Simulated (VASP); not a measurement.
Set up this calculation in VASP 6.6.1, as the native input.

```yaml
Task: single point
Functional: PBE
Dispersion: D3(BJ)
Potentials_or_basis: VASP PAW PBE potentials, release 64 (Bi_d)
Cutoff: 520 eV
k_mesh: 16 × 16 × 16
Occupations: gaussian, width 0.15 eV
Spin: no spin polarisation
Dipole_correction: no
Further_INCAR_settings: ALGO = Fast; EDIFF = 1e-06; NBANDS = 14
```

The structure of Bi lies in POSCAR:

```
Bi
1.0
   -2.0109050516      2.0109050516      1.8565968686
    2.0109050516     -2.0109050516      1.8565968686
    2.0109050516      2.0109050516     -1.8565968686
Bi
1
Direct
    0.0000000000      0.0000000000      0.0000000000
```

This cell differs from its parent crystal: strain +e along x and -e along y +0.0000, strain +e along z and -e/2 along x and y -0.0525.

The input as run:

INCAR

```
  PREC = Accurate
  ENCUT = 520
  EDIFF = 1E-6
  ISMEAR = 0
  SIGMA = 0.15
  LREAL = F
  LASPH = T
  NELM = 80
  ALGO = Fast
  ISIF = 2
  LWAVE = F
  LCHARG = T
  GGA = PE
  IVDW = 12
  LELF = T
  LVHAR = T
  NBANDS = 14
```

KPOINTS

```
regular mesh
0
Gamma
  16 16 16
```

Potentials or basis: VASP PAW PBE potentials, release 64 (Bi_d).

Run with:

```sh
$ cat potpaw_PBE.64/Bi_d/POTCAR > POTCAR
$ mpirun -np 1 vasp_std > vasp.out
```

It gave:

* Pressure: 0.3 GPa
* Dispersion energy per atom: -0.525 eV

Caveat: the cell differs from its parent crystal (strain +e along x and -e along y +0.0000, strain +e along z and -e/2 along x and y -0.0525); pairwise dispersion overbinds metals, which lowers pressure and volume.

Run time: 2.1 min on 1 thread of Intel Xeon 6975P-C, on a shared host, peak memory 0.27 GiB.
